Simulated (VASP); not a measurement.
# Al15BN16 (a cell with a defect): electric field gradients with PBE

The system is Al15BN16 (a cell with a defect).

```
CELL_PARAMETERS angstrom
6.25951 0.00000 0.00000
-3.12976 5.42090 0.00000
0.00000 0.00000 10.03481
ATOMIC_POSITIONS crystal
Al 0.33534 0.16601 0.26065
Al 0.33287 0.16877 0.74333
Al 0.16740 0.33411 0.00325
Al 0.33416 0.66868 0.26033
Al 0.17470 0.83662 0.49675
Al 0.33343 0.66372 0.74356
Al 0.16845 0.83489 0.99903
Al 0.83239 0.16688 0.26048
Al 0.66448 0.32670 0.49668
Al 0.83794 0.16851 0.74357
Al 0.66666 0.33309 0.99899
Al 0.83387 0.66735 0.24987
Al 0.66706 0.83436 0.49850
Al 0.83517 0.66644 0.74755
Al 0.66706 0.83424 0.99974
B 0.16812 0.33338 0.50637
N 0.30949 0.19128 0.45220
N 0.16856 0.33262 0.19145
N 0.33181 0.16976 0.93598
N 0.16888 0.33267 0.67434
N 0.31037 0.62000 0.45306
N 0.16680 0.83223 0.18896
N 0.33211 0.66654 0.93632
N 0.16942 0.83243 0.68868
N 0.88117 0.19116 0.45323
N 0.66912 0.33430 0.18893
N 0.83498 0.16929 0.93632
N 0.66883 0.33238 0.68865
N 0.83392 0.66719 0.43943
N 0.66836 0.83251 0.19048
N 0.83325 0.66845 0.93813
N 0.67021 0.83203 0.68934
```

* Program: VASP 6.6.1
* Task: electric field gradients
* Functional: PBE
* Potentials or basis: VASP PAW PBE potentials, release 64 (Al, B, N)
* Cutoff: 520 eV
* k mesh: 2 × 2 × 2, shifted
* Occupations: fermi-dirac, width 0.01 eV
* Spin: collinear spin
* Fixed moment: 1 μB
* Dipole correction: no
* Charge: -1
* Further INCAR settings: LREAL = Auto; ALGO = Normal; EDIFF = 1e-08; NBANDS = 90; ISYM = -1; NELECT = 129.0

The largest force is 0.336 eV/Å. The net moment is 1.00 μB per cell, the site moments are Al +0.01, +0.00, -0.00 (each value once); B +0.09; N +0.06, -0.00, +0.00, +0.05, +0.02, +0.01 (each value once) μB and the largest electric field gradient by atom is Al -6.3, +10.3, -8.3, -6.7, +9.3, +10.1, -2.2, -6.8, -2.3, +5.9, -2.0 (each value once); B +4.4; N +20.8, -3.9, +4.3, +24.2, +20.3, +5.6, +3.5, -3.2, +20.4, +5.7, -1.0, +6.5, +1.1, -2.8 (each value once) V/Å². The valence electrons inside the program's atomic spheres are Al 0.77, 0.80, 0.81, 0.79 (each value once); B 1.75; N 3.79, 3.83, 3.84, 3.86, 3.85 (each value once).

Forces on the atoms (eV/Å):
```
Al  -0.031  0.010 -0.195
Al   0.142 -0.100 -0.112
Al  -0.127  0.070 -0.100
Al   0.149 -0.168 -0.060
Al  -0.074 -0.019  0.042
Al   0.128 -0.048 -0.118
Al  -0.126  0.037 -0.129
Al   0.224 -0.042 -0.071
Al  -0.019  0.058  0.051
Al   0.100 -0.086 -0.121
Al  -0.087  0.089 -0.124
Al   0.123 -0.074 -0.086
Al  -0.266  0.158 -0.132
Al   0.148 -0.072 -0.110
Al  -0.117  0.080 -0.118
B   -0.124  0.058 -0.128
N    0.171 -0.078  0.122
N   -0.156  0.086  0.056
N    0.179 -0.104  0.100
N   -0.136  0.090  0.013
N    0.156  0.066 -0.006
N   -0.092  0.101  0.264
N    0.189 -0.099  0.115
N   -0.233  0.113  0.099
N    0.033 -0.174 -0.024
N   -0.146  0.042  0.267
N    0.169 -0.106  0.114
N   -0.182  0.136  0.102
N    0.224 -0.117 -0.020
N   -0.176  0.116  0.079
N    0.163 -0.107  0.115
N   -0.206  0.086  0.115
```

Electric field gradients, principal values (V/Å²):
| atom | least | middle | greatest (by size) |
| --- | --- | --- | --- |
| 1 Al | 2.166 | 4.154 | -6.320 |
| 2 Al | -4.686 | -5.568 | 10.254 |
| 3 Al | 3.082 | 5.210 | -8.291 |
| 4 Al | 2.350 | 4.351 | -6.702 |
| 5 Al | -1.172 | -8.086 | 9.257 |
| 6 Al | -2.700 | -7.375 | 10.075 |
| 7 Al | 0.335 | 1.881 | -2.216 |
| 8 Al | 2.412 | 4.413 | -6.824 |
| 9 Al | -1.302 | -7.974 | 9.276 |
| 10 Al | -2.789 | -7.265 | 10.054 |
| 11 Al | 0.285 | 1.899 | -2.184 |
| 12 Al | 1.075 | 1.218 | -2.293 |
| 13 Al | -3.243 | -6.815 | 10.059 |
| 14 Al | -1.424 | -4.481 | 5.905 |
| 15 Al | 0.417 | 1.581 | -1.998 |
| 16 B | -1.900 | -2.503 | 4.403 |
| 17 N | -9.033 | -11.746 | 20.779 |
| 18 N | 0.761 | 3.107 | -3.869 |
| 19 N | -1.753 | -2.597 | 4.349 |
| 20 N | -11.785 | -12.452 | 24.237 |
| 21 N | -7.663 | -12.639 | 20.302 |
| 22 N | -0.033 | -5.592 | 5.625 |
| 23 N | -0.551 | -2.934 | 3.485 |
| 24 N | 0.094 | 3.079 | -3.172 |
| 25 N | -7.739 | -12.622 | 20.362 |
| 26 N | -0.094 | -5.588 | 5.682 |
| 27 N | -0.475 | -3.023 | 3.499 |
| 28 N | 0.165 | 3.042 | -3.207 |
| 29 N | 0.402 | 0.551 | -0.953 |
| 30 N | -1.888 | -4.640 | 6.528 |
| 31 N | -0.219 | -0.929 | 1.148 |
| 32 N | 0.005 | 2.754 | -2.759 |

It took 2.5 min on 4 MPI ranks on Intel(R) Xeon(R) 6975P-C (Granite Rapids) (shared host), peak memory 0.28 GiB a rank.

Caveat: the cell carries a net charge on a neutralising background, which shifts energy and pressure; without QUAD_EFG the Cq values of the log hold for a quadrupole moment of 1 mb, not for the nuclei; the total moment is fixed, so each spin has its own Fermi level and the state may be an excited one.
